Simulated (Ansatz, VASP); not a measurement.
## One calculation of Mo, two programs

POSCAR

```
Mo
1.0
   -1.5764210372      1.5764210372      1.5764210372
    1.5764210372     -1.5764210372      1.5764210372
    1.5764210372      1.5764210372     -1.5764210372
Mo
1
Direct
    0.0000000000      0.0000000000      0.0000000000
```

Contents of INCAR.step1:

```
PREC = Accurate
ENCUT = 520
ISMEAR = -1
SIGMA = 0.1
LREAL = False
LASPH = True
NELM = 60
NBANDS = 13
GGA = PE
ALGO = Normal
EDIFF = 1E-4
LWAVE = True
LCHARG = False
```

File INCAR.step2:

```
PREC = Accurate
ENCUT = 520
EDIFF = 1E-6
ISMEAR = -1
SIGMA = 0.1
LREAL = False
LASPH = True
NELM = 60
ALGO = Normal
ISIF = 2
LWAVE = False
LCHARG = False
METAGGA = R2SCAN
LMIXTAU = True
NBANDS = 13
ISTART = 1
```

File KPOINTS:

```
regular mesh
0
Gamma
  23 23 23
```

Input for Ansatz:

```yaml
crystal:
  lattice:
    - [-1.5764210372, 1.5764210372, 1.5764210372]
    - [1.5764210372, -1.5764210372, 1.5764210372]
    - [1.5764210372, 1.5764210372, -1.5764210372]
  atoms:
    - { symbol: Mo, position: [0.0, 0.0, 0.0] }
hamiltonian:
  xc: r2scan
  pseudopotentials:
    kind: paw
    azcp:
      Mo: "pseudopotentials/Mo.paw.azcp"
basis:
  ecutwfc: 500
  fft_grid_basis: typed
kpoints:
  mp_grid: { grid: [23, 23, 23], shift: [0, 0, 0] }
magnetization:
  spin_polarized: false
scf:
  occupations: { method: fermi_dirac, width: 0.1 }
  lower_state_search: "off"
output:
  stress: true
  write_density: true
  write_potential: true
  elf: true
  volumetric_format: npy
```

Alike in both runs: task single point; functional r2SCAN; k mesh 23 × 23 × 23; occupations fermi-dirac, width 0.1 eV; no spin polarisation.

|  | VASP | Ansatz |
| --- | --- | --- |
| version | VASP 6.6.1 | Ansatz 0.2.0 |
| potentials or method | VASP PAW PBE potentials, release 64 (Mo_sv), cutoff 520 eV | plane waves (500 eV) with PAW, scalar-relativistic |
| valence electrons in the cell | 14 | 14 |

|  | VASP | Ansatz | Ansatz less VASP |
| --- | --- | --- | --- |
| pressure (GPa) | 0.6 | -0.5 | -1.13 |

VASP's potentials were made for PBE, not for r2SCAN.
